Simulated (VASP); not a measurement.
Here is a VASP 6.6.1 calculation.

Contents of INCAR:

```
SYSTEM = Sn
PREC = Accurate ; ENCUT = 600
EDIFF = 1E-6 ; ISMEAR = -1
SIGMA = 0.05 ; LREAL = .FALSE.
LASPH = .TRUE. ; NELM = 60
ALGO = Normal ; ISIF = 3
LWAVE = .FALSE. ; LCHARG = .FALSE.
GGA = CA ; IBRION = 2
NSW = 32 ; EDIFFG = -0.005
PSTRESS = 2400.0
```

KPOINTS

```
Automatic mesh
0
G
  18 18 18
  0 0 0
```

Contents of POSCAR:

```
Sn
1.0
   -1.4608356662      1.4608356662      1.4608356662
    1.4608356662     -1.4608356662      1.4608356662
    1.4608356662      1.4608356662     -1.4608356662
Sn
1
Direct
    0.0000000000      0.0000000000      0.0000000000
```

Potentials or basis: VASP PAW LDA potentials, release 64 (Sn_d).

The run is started by

```sh
$ cat potpaw_LDA.64/Sn_d/POTCAR > POTCAR
$ mpirun -np 1 vasp_std > vasp.out
```

Q: Predict the band gap on the k mesh.

A: Zero (band 7 reaches 34.05 eV, above the bottom of band 8 at 16.99 eV).

Q: Predict the space group after relaxing (to 0.05 Å).

A: Im-3m (No. 229).

Final structure:
```cif
data_structure
_symmetry_space_group_name_H-M 'P 1'
_symmetry_Int_Tables_number 1
_cell_length_a 2.5323
_cell_length_b 2.5323
_cell_length_c 2.5323
_cell_angle_alpha 109.471
_cell_angle_beta 109.471
_cell_angle_gamma 109.471
_cell_volume 12.50
loop_
_atom_site_label
_atom_site_type_symbol
_atom_site_fract_x
_atom_site_fract_y
_atom_site_fract_z
_atom_site_occupancy
Sn1 Sn 0.00000 0.00000 0.00000 1
```

Caveat: the cell is relaxed towards a set pressure, so the enthalpy falls and the energy may rise; spin-orbit coupling is left out, which moves the levels of the heavy elements.
